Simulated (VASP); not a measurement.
Set up this calculation in VASP 6.6.1, as the native input.

* Task: single point
* Functional: PBE
* Potentials or basis: VASP PAW PBE potentials, release 64 (Ga_d, Sb)
* Cutoff: 520 eV
* k mesh: 8 × 8 × 8
* Occupations: fermi-dirac, width 0.02 eV
* Spin: no spin polarisation
* Dipole correction: no
* Further INCAR settings: ALGO = Normal; EDIFF = 1e-07; NBANDS = 16

The structure of GaSb lies in POSCAR:

```
GaSb
1.0
    0.0000000000      2.9432436460      2.9432436460
    2.9432436460      0.0000000000      2.9432436460
    2.9432436460      2.9432436460      0.0000000000
Ga Sb
1 1
Direct
    0.0000000000      0.0000000000      0.0000000000
    0.2500000000      0.2500000000      0.2500000000
```

This cell differs from its parent crystal: strain -4.0%.

The input as run:

INCAR

```
SYSTEM = GaSb
ALGO = Normal ; EDIFF = 1E-7
ENCUT = 520 ; GGA = PE
ISIF = 2 ; ISMEAR = -1
LASPH = .TRUE. ; LCHARG = .FALSE.
LREAL = .FALSE. ; LWAVE = .FALSE.
NBANDS = 16 ; NELM = 80
PREC = Accurate ; SIGMA = 0.02
```

KPOINTS

```
k-points
0
G
  8 8 8
  0 0 0
```

Potentials or basis: VASP PAW PBE potentials, release 64 (Ga_d, Sb).

The run is started by

```console
$ cat potpaw_PBE.64/Ga_d/POTCAR potpaw_PBE.64/Sb/POTCAR > POTCAR
$ mpirun -np 1 vasp_std > vasp.out
```

It gave:

The pressure is 10.8 GPa and the band gap on the k mesh is 0.66 eV, indirect (least direct gap 0.90 eV).

Caveat: the cell differs from its parent crystal (strain -4.0%); spin-orbit coupling is left out, which moves the levels of the heavy elements.

It took 17 s on 1 thread of Intel Xeon 6975P-C, on a shared host, peak memory 0.18 GiB.
